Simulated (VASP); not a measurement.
A run of VASP 6.6.1:

File INCAR:

```
SYSTEM = Si
ALGO     = Normal         ! electronic algorithm
EDIFF    = 1E-7           ! SCF threshold, eV
ENCUT    = 520            ! plane-wave cutoff, eV
GGA      = PE             ! functional
ISIF     = 2              ! what is computed and relaxed
ISMEAR   = -1             ! smearing method
LASPH    = .True.         ! aspherical terms in the spheres
LCHARG   = .False.        ! write CHGCAR
LREAL    = .False.        ! projectors in reciprocal space
LWAVE    = .False.        ! write WAVECAR
NBANDS   = 8              ! bands
NELM     = 60             ! most SCF steps
PREC     = Accurate       ! precision mode
SIGMA    = 0.05           ! smearing width, eV
```

Contents of KPOINTS:

```
k-points
0
Gamma
  17 17 17
  0 0 0
```

POSCAR

```
Si
1.0
   -1.5150512961      1.5150512961      1.5150512961
    1.5150512961     -1.5150512961      1.5150512961
    1.5150512961      1.5150512961     -1.5150512961
Si
1
Direct
    0.0000000000      0.0000000000      0.0000000000
```

Potentials or basis: VASP PAW PBE potentials, release 64 (Si).

Run with:

```sh
$ cat potpaw_PBE.64/Si/POTCAR > POTCAR
$ mpirun -np 1 vasp_std > vasp.out
```

Hardware: 1 thread of Intel Xeon 6975P-C, with other jobs on the host.

Question: How long does it take, and how much memory?

Answer: It took 7 s on 1 thread of Intel Xeon 6975P-C, with other jobs on the host, peak memory 0.13 GiB. Counts: scf iterations 11, k points 165.
